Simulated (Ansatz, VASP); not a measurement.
CdS in VASP and in Ansatz

Contents of INCAR:

```
SYSTEM = CdS
ALGO = Normal
EDIFF = 1E-6
ENCUT = 520
GGA = PS
ISIF = 2
ISMEAR = -1
LASPH = .True.
LCHARG = .False.
LREAL = .False.
LWAVE = .False.
NBANDS = 16
NELM = 80
PREC = Accurate
SIGMA = 0.08
```

KPOINTS

```
k-points
0
Gamma
  11 11 11
  0 0 0
```

The input POSCAR:

```
CdS
1.0
    0.0000000000      2.9121972232      2.9121972232
    2.9121972232      0.0000000000      2.9121972232
    2.9121972232      2.9121972232      0.0000000000
Cd S
1 1
Direct
    0.0000000000      0.0000000000      0.0000000000
    0.2500000000      0.2500000000      0.2500000000
```

Input for Ansatz:

```yaml
crystal:
  lattice:
    - [0.0, 2.9121972232, 2.9121972232]
    - [2.9121972232, 0.0, 2.9121972232]
    - [2.9121972232, 2.9121972232, 0.0]
  atoms:
    - { symbol: Cd, position: [0.0, 0.0, 0.0] }
    - { symbol: S, position: [0.25, 0.25, 0.25] }
kpoints:
  mp_grid: { grid: [11, 11, 11] }
  band_path:
    path:
      - [0.0, 0.0, 0.0]
      - [-0.5, -0.5, 0.0]
      - [-0.375, -0.375, 0.25]
      - [-0.375, 0.0, 0.375]
      - [0.0, 0.0, 0.0]
      - [0.0, 0.0, 0.5]
      - [-0.5, -0.25, 0.25]
      - [-0.5, -0.5, 0.0]
    npoints: 8
scf:
  occupations: { method: fermi_dirac, width: 0.08 }
hamiltonian:
  xc: pbesol
  pseudopotentials: { kind: paw }
output:
  forces: true
  stress: true
  eigenvalues: true
  populations: true
  dos: { projected: true, de: 0.2, e_range: [-14, 8] }
```

Change from the starting cell: volume scaled by 1, PAW files.

Alike in both runs: task single point; functional PBEsol; k mesh 11 × 11 × 11; occupations fermi-dirac, width 0.08 eV; no spin polarisation.

|  | VASP | Ansatz |
| --- | --- | --- |
| version | VASP 6.6.1 | Ansatz 0.2.0 |
| potentials or method | VASP PAW PBE potentials, release 64 (Cd, S) | PAW with Ansatz's default frozen-core files, scalar-relativistic |
| plane-wave cutoff (eV) | 520 | 420 |
| valence electrons in the cell | 18 | 26 |

VASP gave:

```
pressure (GPa) : 0.4
```

Problem. Which values does Ansatz return?

Solution. Pressure (GPa): 0.0.

VASP's potentials were made for PBE, not for PBEsol. VASP's potentials hold 18 valence electrons a cell and Ansatz's 26, so a difference there can come from the potentials and not from the codes.
